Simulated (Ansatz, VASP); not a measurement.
# Si: VASP beside Ansatz

File INCAR:

```
SYSTEM = Si
  PREC = Accurate
  ENCUT = 520
  EDIFF = 1E-7
  ISMEAR = -4
  SIGMA = 0.1
  LREAL = .FALSE.
  LASPH = .TRUE.
  NELM = 150
  ALGO = Normal
  ISIF = 2
  LWAVE = .FALSE.
  LCHARG = .FALSE.
  ISPIN = 2
  MAGMOM = 1 1
  LORBIT = 11
  GGA = PE
  NBANDS = 15
```

KPOINTS

```
regular mesh
0
G
  11 11 11
  0 0 0
```

POSCAR

```
Si
1.0
    0.0000000000      2.7154700000      2.7154700000
    2.7154700000      0.0000000000      2.7154700000
    2.7154700000      2.7154700000      0.0000000000
Si
2
Direct
    0.5000000000      0.5000000000      0.5000000000
    0.7500000000      0.7500000000      0.7500000000
```

Input for Ansatz:

```yaml
crystal:
  lattice:
    - [0.0, 2.71547, 2.71547]
    - [2.71547, 0.0, 2.71547]
    - [2.71547, 2.71547, 0.0]
  atoms:
    - { symbol: Si, position: [0.5, 0.5, 0.5], spin: 1.0 }
    - { symbol: Si, position: [0.75, 0.75, 0.75], spin: 1.0 }
kpoints:
  mp_grid: { grid: [11, 11, 11] }
scf:
  occupations: { method: tetrahedron_uncorrected }
hamiltonian:
  xc: pbe
  pseudopotentials: { kind: all_electron, lapw: { basis_error: 0.00025 } }
output:
  forces: true
  stress: true
  eigenvalues: true
magnetization:
  spin_polarized: true
```

Alike in both runs: task single point; functional PBE; k mesh 11 × 11 × 11; collinear spin.

```csv
,VASP,Ansatz
version,VASP 6.6.1,Ansatz 0.2.0
potentials or method,"VASP PAW PBE potentials, release 64 (Si), cutoff 520 eV","all-electron LAPW, scalar-relativistic"
occupations,tetrahedron,tetrahedron-uncorrected
```

|  | VASP | Ansatz | Ansatz less VASP |
| --- | --- | --- | --- |
| gap on the k mesh at the Fermi level (eV) | 0.60 | 0.60 | 0.000 |
| pressure (GPa) | 1.9 | 2.0 | +0.05 |
| net moment per atom (μB) | 0.00 | 0.00 | 0.000 |

Ansatz ran all-electron here, and VASP with PAW potentials. Ansatz's warnings: band table not solved further, seeded moment not kept.
